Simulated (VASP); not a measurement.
**Si3Ge: relaxation of cell and atoms with PBE**

The system is Si3Ge.

```
Si Ge
1.0
     2.80064    0.00000    0.00000
    -1.40032    2.42542    0.00000
     0.00000    0.00000    9.31312
Si Ge
3 1
Direct
  0.33333 0.66667 0.76775
  0.33333 0.66667 0.23225
  0.66667 0.33333 0.00000
  0.66667 0.33333 0.50000
```

```yaml
Program: VASP 6.6.1
Task: relaxation of cell and atoms
Functional: PBE
Potentials_or_basis: VASP PAW PBE potentials, release 64 (Si, Ge_d)
Cutoff: 500 eV
k_mesh: 18 × 18 × 6
Occupations: gaussian, width 0.1 eV
Spin: no spin polarisation
Dipole_correction: no
Further_INCAR_settings: ALGO = Normal; EDIFF = 1e-07; IBRION = 2; EDIFFG = -0.01; NSW = 100; ISIF = 3
```

```json
{
 "Relaxed volume": "15.83 Å³/atom",
 "Relaxed cell": "a = 2.802 Å, b = 2.802 Å, c = 9.309 Å, α = 90.00°, β = 90.00°, γ = 120.00°",
 "Space group after relaxing (to 0.1 Å)": "P-6m2 (No. 187)",
 "Energy gained by relaxing": "0.0 meV/atom",
 "Ionic steps": "2",
 "Pressure after relaxing": "0.0 GPa"
}
```

Stress tensor (GPa, compression positive):
```
 0.03  0.00  0.00
 0.00  0.03  0.00
 0.00  0.00 -0.06
```

Final structure:
```yaml
crystal:
  lattice:
    - [2.80211, 0.00000, 0.00000]
    - [-1.40106, 2.42670, 0.00000]
    - [0.00000, 0.00000, 9.30909]
  atoms:
    - { symbol: Si, position: [0.33333, 0.66667, 0.76778] }
    - { symbol: Si, position: [0.33333, 0.66667, 0.23222] }
    - { symbol: Si, position: [0.66667, 0.33333, 0.00000] }
    - { symbol: Ge, position: [0.66667, 0.33333, 0.50000] }
```

Levels at points of the mesh, in eV from the Fermi level:
```tsv
k point	band 11	band 12	band 13	band 14	band 15	band 16
(0.00, 0.00, 0.00)	0.91	1.17	7.51	7.51	8.86	8.86
(0.50, 0.00, 0.00)	-5.57	-1.77	-1.66	-1.27	0.54	2.93
(0.00, 0.00, 0.50)	-3.05	5.46	6.49	7.58	7.58	8.55
(0.50, 0.00, 0.50)	-4.04	-3.87	-3.14	1.52	2.36	2.75
```

It took 4.3 min on 1 thread of Intel(R) Xeon(R) Platinum 8375C CPU @ 2.90GHz (Ice Lake), on a shared host, peak memory 0.28 GiB.

Caveat: the highest band is partly filled, so the run has too few bands.
